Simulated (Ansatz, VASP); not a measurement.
**Rh in VASP and in Ansatz**

The input INCAR:

```
SYSTEM = Rh
  PREC = Accurate
  ENCUT = 520
  EDIFF = 1E-6
  ISMEAR = 0
  SIGMA = 0.1
  LREAL = .FALSE.
  LASPH = .TRUE.
  NELM = 80
  ALGO = Fast
  ISIF = 2
  LWAVE = .FALSE.
  LCHARG = .TRUE.
  GGA = PE
  LELF = .TRUE.
  LVHAR = .TRUE.
  NBANDS = 14
```

KPOINTS

```
Automatic mesh
0
G
  16 16 16
  0 0 0
```

Contents of POSCAR:

```
Rh
1.0
    0.0249483360      2.0099573655      1.8958643655
    2.0099573655      0.0249483360      1.8958643655
    2.0587131075      2.0587131075     -0.0238074060
Rh
1
Direct
    0.0000000000      0.0000000000      0.0000000000
```

Input for Ansatz:

```yaml
crystal:
  lattice:
    - [0.024948336, 2.0099573655, 1.8958643655]
    - [2.0099573655, 0.024948336, 1.8958643655]
    - [2.0587131075, 2.0587131075, -0.023807406]
  atoms:
    - { symbol: Rh, position: [0.0, 0.0, 0.0] }
basis:
  ecutwfc: 420
kpoints:
  mp_grid: { grid: [16, 16, 16] }
hamiltonian:
  xc: pbe
scf:
  occupations: { method: gaussian, width: 0.1 }
output:
  forces: true
  stress: true
  eigenvalues: true
```

Alike in both runs: task single point; functional PBE; k mesh 16 × 16 × 16; occupations gaussian, width 0.1 eV; no spin polarisation.

|  | VASP | Ansatz |
| --- | --- | --- |
| version | VASP 6.6.1 | Ansatz 0.2.0 |
| potentials or method | VASP PAW PBE potentials, release 64 (Rh_pv), cutoff 520 eV | scalar-relativistic, plane waves, PAW |
| valence electrons in the cell | 15 | 17 |

|  | VASP | Ansatz | Ansatz less VASP |
| --- | --- | --- | --- |
| gap on the k mesh at the Fermi level (eV) | none | none | - |
| pressure (GPa) | -19.8 | -19.7 | +0.04 |
| traceless stress, the component that is largest in VASP (GPa) | 5.78 | 5.79 | +0.014 |

A gap of «none» marks a metal or a gap that the smearing closes. VASP's potentials hold 15 valence electrons a cell and Ansatz's 17, so a difference there can come from the potentials and not from the codes.
